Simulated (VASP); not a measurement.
# H (I4/mmm) in VASP: a series of runs

The runs below take H through relaxation of cell and atoms, with LDA.

Program: VASP 6.6.1. These are calculated values, not measurements. Logs are shortened: lines on timing, memory, paths and dates and some standing lists are left out, and cuts for length are marked.

**1. The cell of the first run**

Symmetry: I4/mmm, No. 139, tetragonal system. The conventional cell has a = 2.820 Å, b = 2.820 Å, c = 3.861 Å, α = 90.00°, β = 90.00°, γ = 90.00°. Within 1.1 Å of H (site symmetry 4mm) lie 1 H at 0.77 Å.

**2. Relaxation of cell and atoms, LDA, target pressure 12 GPa, at which the enthalpy is minimised**

The input, INCAR:

```
SYSTEM = H
PREC = Accurate
ENCUT = 500
EDIFF = 1E-7
ISMEAR = 0
SIGMA = 0.01
LREAL = .FALSE.
LASPH = .TRUE.
NELM = 120
ALGO = Normal
ISIF = 3
LWAVE = .FALSE.
LCHARG = .FALSE.
IBRION = 2
NSW = 80
EDIFFG = -0.001
PSTRESS = 120.0
GGA_COMPAT = .FALSE.
NELMIN = 4
```

The input, KPOINTS:

```
regular mesh
0
G
  12 12 12
  0 0 0
```

The input, POSCAR:

```
H
1.0
   -1.4101864863      1.4101864863      1.9306382503
    1.4101864863     -1.4101864863      1.9306382503
    1.4101864863      1.4101864863     -1.9306382503
H
2
Direct
    0.9001528111      0.9001528111      0.0000000000
    0.0998471889      0.0998471889      0.0000000000
```

Potentials or basis: VASP PAW LDA potentials, release 64 (H).

The run is started by

```
$ cat potpaw_LDA.64/H/POTCAR > POTCAR
$ mpirun -np 1 vasp_std > vasp.out
```

OUTCAR:

```text
SYSTEM = H
   PREC = Accurate
   ENCUT = 500
   EDIFF = 1E-7
   ISMEAR = 0
   LREAL = .FALSE.
   LASPH = .TRUE.
   NELM = 120
   ISIF = 3
   IBRION = 2
   NSW = 80
   EDIFFG = -0.001
   PSTRESS = 120.0
   NELMIN = 4

 ion  position               nearest neighbor table
   1  0.900  0.900  0.000-   2 0.77
   2  0.100  0.100  0.000-   1 0.77

  LATTYP: Found a body centered tetragonal cell.
 ALAT       =     2.8203729726
 C/A-ratio  =     1.3690659137

  Lattice vectors:

 A1 = (  -1.4101864863,   1.4101864863,   1.9306382503)
 A2 = (   1.4101864863,  -1.4101864863,   1.9306382503)
 A3 = (   1.4101864863,   1.4101864863,  -1.9306382503)

Analysis of symmetry for initial positions (statically):
=====================================================================
 Subroutine PRICEL returns:
 Original cell was already a primitive cell.

 Routine SETGRP: Setting up the symmetry group for a
 body centered tetragonal supercell.

 Subroutine GETGRP returns: Found 16 space group operations
 (whereof 16 operations were pure point group operations)
 out of a pool of 16 trial point group operations.

The static configuration has the point symmetry D_4h.

Analysis of symmetry for dynamics (positions and initial velocities):
=====================================================================
 Subroutine PRICEL returns:
 Original cell was already a primitive cell.

 Routine SETGRP: Setting up the symmetry group for a
 body centered tetragonal supercell.

 Subroutine GETGRP returns: Found 16 space group operations
 (whereof 16 operations were pure point group operations)
 out of a pool of 16 trial point group operations.

The dynamic configuration has the point symmetry D_4h.

 Subroutine INISYM returns: Found 16 space group operations
 (whereof 16 operations are pure point group operations),
 and found     1 'primitive' translations

----------------------------------------------------------------------------------------

                                     Primitive cell

  volume of cell :      15.3573

  direct lattice vectors                    reciprocal lattice vectors
    -1.410186486  1.410186486  1.930638250     0.000000000  0.354563035  0.258981712
     1.410186486 -1.410186486  1.930638250     0.354563035  0.000000000  0.258981712
     1.410186486  1.410186486 -1.930638250     0.354563035  0.354563035  0.000000000

  length of vectors
     2.775718989  2.775718989  2.775718989     0.439074564  0.439074564  0.501427852

  position of ions in fractional coordinates (direct lattice)
     0.900152811  0.900152811  0.000000000
     0.099847189  0.099847189  0.000000000

  ion indices of the primitive-cell ions
   primitive index   ion index
                 1           1
                 2           2

----------------------------------------------------------------------------------------

 KPOINTS: regular mesh

Automatic generation of k-mesh.
 Grid dimensions read from file:
 generate k-points for:   12   12   12

 Generating k-lattice:

  Cartesian coordinates                     Fractional coordinates (reciprocal lattice)
     0.000000000  0.029546920  0.021581809     0.083333333 -0.000000000  0.000000000
     0.029546920  0.000000000  0.021581809    -0.000000000  0.083333333  0.000000000
     0.029546920  0.029546920  0.000000000     0.000000000  0.000000000  0.083333333

  Length of vectors
     0.036589547  0.036589547  0.041785654

  Shift w.r.t. Gamma in fractional coordinates (k-lattice)
     0.000000000  0.000000000  0.000000000

 Subroutine IBZKPT returns following result:
 ===========================================

 Found    163 irreducible k-points:

 Following reciprocal coordinates:
            Coordinates               Weight
  0.000000  0.000000  0.000000      1.000000
  0.083333  0.000000 -0.000000      8.000000
  0.166667  0.000000  0.000000      8.000000
  0.250000  0.000000  0.000000      8.000000
  0.333333  0.000000  0.000000      8.000000
  0.416667  0.000000  0.000000      8.000000
[... 16 lines left out ...]
  0.500000  0.166667  0.000000     16.000000
 -0.416667  0.166667  0.000000     16.000000
 [... further k-points ...]
   k-points           NKPTS =    163   k-points in BZ     NKDIM =    163   number of bands    NBANDS=      5
   number of dos      NEDOS =    301   number of ions     NIONS =      2
   total plane-waves  NPLWV =   8000
   dimension x,y,z NGX =    20 NGY =   20 NGZ =   20
   dimension x,y,z NGXF=    40 NGYF=   40 NGZF=   40
   ions per type =               2
   NGX,Y,Z   is equivalent  to a cutoff of  11.98, 11.98, 11.98 a.u.
   NGXF,Y,Z  is equivalent  to a cutoff of  23.96, 23.96, 23.96 a.u.
 SYSTEM =  H
   PREC   = accura    normal or accurate (medium, high low for compatibility)
   ISTART =      0    job   : 0-new  1-cont  2-samecut
   ICHARG =      2    charge: 1-file 2-atom 10-const
   ISPIN  =      1    spin polarized calculation?
   LNONCOLLINEAR =      F non collinear calculations
   LSORBIT =      F    spin-orbit coupling
   LASPH  =      T    aspherical Exc in radial PAW
   ENCUT  =  500.0 eV  36.75 Ry    6.06 a.u.   5.06  5.06  5.06*2*pi/ulx,y,z
   NELM   =    120;   NELMIN=  4; NELMDL= -5     # of ELM steps
   EDIFF  = 0.1E-06   stopping-criterion for ELM
   LREAL  =      F    real-space projection
   EDIFFG = -.1E-02   stopping-criterion for IOM
   NSW    =     80    number of steps for IOM
   IBRION =      2    ionic relax: 0-MD 1-quasi-New 2-CG
   NFREE  =      1    steps in history (QN), initial steepest desc. (CG)
   ISIF   =      3    stress and relaxation
   ISYM   =      2    0-nonsym 1-usesym 2-fastsym
   POTIM  = 0.5000    time-step for ionic-motion
   TEBEG  =    0.0;   TEEND  =   0.0 temperature during run
   PSTRESS=  120.0 pullay stress
   NELECT =       2.0000    total number of electrons
   NUPDOWN=      -1.0000    fix difference up-down
   EMIN   =  10.00;   EMAX   =-10.00  energy-range for DOS
   EFERMI =   0.00;   METHOD = LEGACY
   ISMEAR =     0;   SIGMA  =   0.01  broadening in eV -4-tet -1-fermi 0-gaus
   EFERMI_NEDOS =   21; number of points for ismear=-14 and -15
   IALGO  =     38    algorithm
   IMIX   =      4    mixing-type and parameters
     AMIX     =   0.40;   BMIX     =  1.00
     AMIX_MAG =   1.60;   BMIX_MAG =  1.00
  volume/ion in A,a.u.               =       7.68        51.82
  Fermi-wavevector in a.u.,A,eV,Ry     =   0.829813  1.568119  9.368827  0.688589
  Thomas-Fermi vector in A             =   1.942424
   LORBIT       =      0    0 simple, 1 ext, 2 COOP (PROOUT), +10 PAW based schemes
   GGA     = CA    functional components
   LHFCALC =     F    Hartree Fock is set to
   AEXX    =    0.0000 exact exchange contribution
   IVDW    =     0    specifies the selected vdW correction
   LEPSILON=     F    determine dielectric tensor
   LRPA    =     F    only Hartree local field effects (RPA)
 conjugate gradient relaxation of ions
 non-spin polarized calculation
 Gauss-broadening in eV      SIGMA  =   0.01
  energy-cutoff  :      500.00
  volume of cell :       15.36
 maximum number of plane-waves:       404
   NGX = 11   NGY = 11   NGZ = 11

--------------------------------------- Ionic step        1  -------------------------------------------

 number of electron       2.0000001 magnetization

 Free energy of the ion-electron system (eV)
  ---------------------------------------------------
  ext. energy  EPLUGINS =         0.00000000
  ---------------------------------------------------
  free energy    TOTEN  =        -6.80966296 eV

  energy without entropy =       -6.80966296  energy(sigma->0) =       -6.80966296

------------------------ aborting loop because EDIFF is reached ----------------------------------------

  FORCE on cell =-STRESS in cart. coord.  units (eV):
  Direction    XX          YY          ZZ          XY          YZ          ZX
  --------------------------------------------------------------------------------------
  -------------------------------------------------------------------------------------
  Total       -0.0364291     -0.0364291     -0.0277196      0.0000000      0.0000000      0.0000000
  in kB       -3.8005337     -3.8005337     -2.8918995      0.0000000      0.0000000      0.0000000
  external PRESSURE =    -123.4976556 kB  Pullay stress =     120.0000000 kB
[... 93 lines left out ...]
  FREE ENERGIE OF THE ION-ELECTRON SYSTEM (eV)
  ---------------------------------------------------
  free  energy   TOTEN  =        -6.7501032909 eV

  energy  without entropy=       -6.7501032909  energy(sigma->0) =       -6.75010329

  enthalpy is  TOTEN    =        -5.8390062330 eV   P V=        0.9110970580

[... ionic steps 4 to 35 ...]

--------------------------------------- Ionic step       36  -------------------------------------------

 number of electron       2.0000000 magnetization

------------------------ aborting loop because EDIFF is reached ----------------------------------------

  FORCE on cell =-STRESS in cart. coord.  units (eV):
  Direction    XX          YY          ZZ          XY          YZ          ZX
  --------------------------------------------------------------------------------------
  -------------------------------------------------------------------------------------
  Total        0.6511685      0.6511685      0.6511226      0.0000000      0.0000000      0.0000000
  in kB      119.4665514    119.4665514    119.4581199      0.0000000      0.0000000      0.0000000
  external PRESSURE =      -0.5362591 kB  Pullay stress =     120.0000000 kB
[... 61 lines left out ...]
  enthalpy is  TOTEN    =        -6.0161791505 eV   P V=        0.6539555161

--------------------------------------- Ionic step       38  -------------------------------------------

 number of electron       2.0000000 magnetization

 Free energy of the ion-electron system (eV)
  ---------------------------------------------------
  ext. energy  EPLUGINS =         0.00000000
  ---------------------------------------------------
  free energy    TOTEN  =        -6.66977380 eV

  energy without entropy =       -6.66977380  energy(sigma->0) =       -6.66977380

 E-fermi :  -2.9622     XC(G=0):  -9.2443

 val. band max:       -3.0842211926   @ k =   0.5000   0.5000   0.5000
 cond. band min:       2.0587508232   @ k =   0.5000   0.0000   0.0000
 fundamental gap:      5.1429720158
 Fermi energy:        -2.9622182318

 k-point     1 :       0.0000    0.0000    0.0000
  band No.  band energies     occupation
      1     -12.7332      2.00000
      2      20.8244      0.00000
      3      20.8405      0.00000
      4      32.6325      0.00000
      5      32.6325      0.00000

 k-point     2 :       0.0833    0.0000   -0.0000
  band No.  band energies     occupation
      1     -12.4756      2.00000
      2      18.1218      0.00000
      3      22.3256      0.00000
      4      29.5949      0.00000
      5      31.0248      0.00000
[... 169 lines left out ...]
 k-point    24 :      -0.4167    0.1667    0.0000
  band No.  band energies     occupation
      1      -7.5333      2.00000
      2       6.3800      0.00000
      3      16.6853      0.00000
      4      20.8159      0.00000
      5      24.4680      0.00000

 [... further k-points ...]

------------------------ aborting loop because EDIFF is reached ----------------------------------------

  FORCE on cell =-STRESS in cart. coord.  units (eV):
  Direction    XX          YY          ZZ          XY          YZ          ZX
  --------------------------------------------------------------------------------------
  -------------------------------------------------------------------------------------
  Total        0.6525518      0.6525518      0.6521263      0.0000000      0.0000000      0.0000000
  in kB      119.8087253    119.8087253    119.7305946      0.0000000      0.0000000      0.0000000
  external PRESSURE =      -0.2173183 kB  Pullay stress =     120.0000000 kB
[... 17 lines left out ...]
  FREE ENERGIE OF THE ION-ELECTRON SYSTEM (eV)
  ---------------------------------------------------
  free  energy   TOTEN  =        -6.6697738040 eV

  energy  without entropy=       -6.6697738040  energy(sigma->0) =       -6.66977380

  enthalpy is  TOTEN    =        -6.0161801892 eV   P V=        0.6535936149

 reached required accuracy - stopping structural energy minimisation
```

It took 57 s on 1 thread of Intel Xeon 6975P-C (Granite Rapids), shared host; peak memory 0.11 GiB.

Results:

```
Free energy                                                : -6.6698 eV
Relaxed volume                                             : 4.36 Å³/atom
Relaxed cell                                               : a = 2.311 Å, b = 2.311 Å, c = 2.311 Å, α = 120.04°, β = 120.04°, γ = 89.92°
Space group after relaxing (to 0.1 Å)                      : I4/mmm (No. 139)
Energy change on relaxing (the run minimises the enthalpy) : +69.9 meV/atom
Ionic steps                                                : 38
Pressure after relaxing                                    : 12.0 GPa
Band gap on the k mesh                                     : 5.14 eV (least direct gap 5.58 eV)
```

The path:
```
step  energy change (eV)  largest force (eV/Å)  pressure (GPa)  volume (Å³)
   1              0.0000                0.0191           -0.35        15.36
   2              0.0061                0.6657            2.17        14.08
   3              0.0596                1.8998            7.95        12.16
   4              0.3931                5.2831           30.60         8.87
   5              0.1188                2.7243           12.48        11.18
   6              0.1136                2.5578           12.42        11.01
   7              0.1037                2.0891           12.37        10.53
   8              0.1083                1.2701           12.89         9.60
   9              0.2131                0.0135           17.46         7.92
  10              0.1646                0.4137           15.44         8.45
  11              0.1684                0.3760           15.60         8.40
  12              0.1609                0.2903           14.73         8.48
  13              0.1410                0.0411           12.25         8.71
  14              0.1390                0.0145           11.99         8.74
  15              0.1385                0.0075           11.92         8.75
  16              0.1387                0.0051           11.92         8.74
  17              0.1393                0.0024           11.94         8.73
  18              0.1406                0.0173           11.96         8.72
  19              0.1401                0.0116           11.95         8.72
  20              0.1405                0.0081           12.00         8.72
  21              0.1411                0.0027           12.06         8.71
  22              0.1411                0.0022           12.06         8.71
  23              0.1410                0.0009           12.06         8.71
  24              0.1408                0.0019           12.06         8.72
  25              0.1404                0.0075           12.05         8.72
  26              0.1396                0.0187           12.04         8.73
  27              0.1396                0.0169           12.04         8.73
  28              0.1395                0.0115           12.00         8.73
  29              0.1393                0.0009           11.94         8.73
  30              0.1392                0.0024           11.92         8.74
  31              0.1392                0.0023           11.92         8.74
  32              0.1392                0.0020           11.92         8.74
  33              0.1393                0.0016           11.93         8.73
  34              0.1393                0.0006           11.94         8.73
  35              0.1395                0.0013           11.95         8.73
  36              0.1394                0.0006           11.95         8.73
  37              0.1395                0.0004           11.95         8.73
  38              0.1399                0.0003           11.98         8.73
```

Final structure:
```yaml
crystal:
  lattice:
    - [-1.15494, 1.15494, 1.63553]
    - [1.15494, -1.15494, 1.63553]
    - [1.15494, 1.15494, -1.63553]
  atoms:
    - { symbol: H, position: [0.88284, 0.88284, 0.00000] }
    - { symbol: H, position: [0.11716, 0.11716, 0.00000] }
```

Caveat: the cell is relaxed towards a set pressure, so the run minimises the enthalpy, not the energy; the volume moved by over 15 % at a fixed basis, so the end points are rough. A k mesh can miss the band edges.

(Part 1 of 2 ends here.)
